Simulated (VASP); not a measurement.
A run of VASP 6.6.1:

Contents of INCAR:

```
SYSTEM = SbPt
PREC     = Accurate       ! precision mode
ENCUT    = 520            ! plane-wave cutoff, eV
EDIFF    = 1E-8           ! SCF threshold, eV
ISMEAR   = -1             ! smearing method
SIGMA    = 0.08           ! smearing width, eV
LREAL    = .FALSE.        ! projectors in reciprocal space
LASPH    = .TRUE.         ! aspherical terms in the spheres
NELM     = 80             ! most SCF steps
ALGO     = Normal         ! electronic algorithm
ISIF     = 2              ! what is computed and relaxed
LWAVE    = .FALSE.        ! write WAVECAR
LCHARG   = .FALSE.        ! write CHGCAR
LEFG     = .TRUE.       
NBANDS   = 23             ! bands
```

KPOINTS

```
regular mesh
0
G
  11 11 8
  0 0 0
```

File POSCAR:

```
SbPt
1.0
    4.1573496470      0.0000000000      0.0000000000
   -2.0786748235      3.6003704067      0.0000000000
    0.0000000000      0.0000000000      5.5082394667
Sb Pt
2 2
Direct
    0.3333333333      0.6666666667      0.2500000000
    0.6666666667      0.3333333333      0.7500000000
    0.0000000000      0.0000000000      0.0000000000
    0.0000000000      0.0000000000      0.5000000000
```

Potentials or basis: VASP PAW LDA potentials, release 64 (Sb, Pt).

Run with:

```bash
$ cat potpaw_LDA.64/Sb/POTCAR potpaw_LDA.64/Pt/POTCAR > POTCAR
$ mpirun -np 1 vasp_std > vasp.out
```

Hardware: 1 thread of Intel Xeon 8259CL, with other jobs on the host.

Problem. Estimate the wall time of this run.

Solution. Run time: 2.1 min on 1 thread of Intel Xeon 8259CL, on a shared host, peak memory 0.27 GiB. Counts: scf iterations 14, k points 80.
